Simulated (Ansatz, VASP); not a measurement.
## Two plane-wave programs on GaSb

```xyz
2
Lattice="0.0000 3.0556 3.0556 3.0556 0.0000 3.0556 3.0556 3.0556 0.0000" Properties=species:S:1:pos:R:3 pbc="T T T"
Ga    0.0000    0.0000    0.0000
Sb    1.5278    1.5278    1.5278
```

Alike in both runs: task single point; functional PBEsol; k mesh 12 × 12 × 12; occupations gaussian, width 0.1 eV; no spin polarisation.

|  | VASP | Ansatz |
| --- | --- | --- |
| version | VASP 6.6.1 | Ansatz 0.2.0 |
| potentials or method | VASP PAW PBE potentials, release 64 (Ga_d, Sb), cutoff 500 eV | scalar-relativistic, plane waves, PAW |
| valence electrons in the cell | 18 | 28 |

Ansatz gave:

| Quantity | Value |
| --- | --- |
| gap on the k mesh at the Fermi level (eV) | none |
| pressure (GPa) | 0.0 |

Problem. Which values does VASP return?

Solution. gap on the k mesh at the Fermi level (eV): none; pressure (GPa): 0.1.

VASP's potentials were made for PBE, not for PBEsol. A gap of «none» marks a metal or a gap that the smearing closes. VASP's potentials hold 18 valence electrons a cell and Ansatz's 28, so a difference there can come from the potentials and not from the codes.

Neither program's run includes spin-orbit coupling.
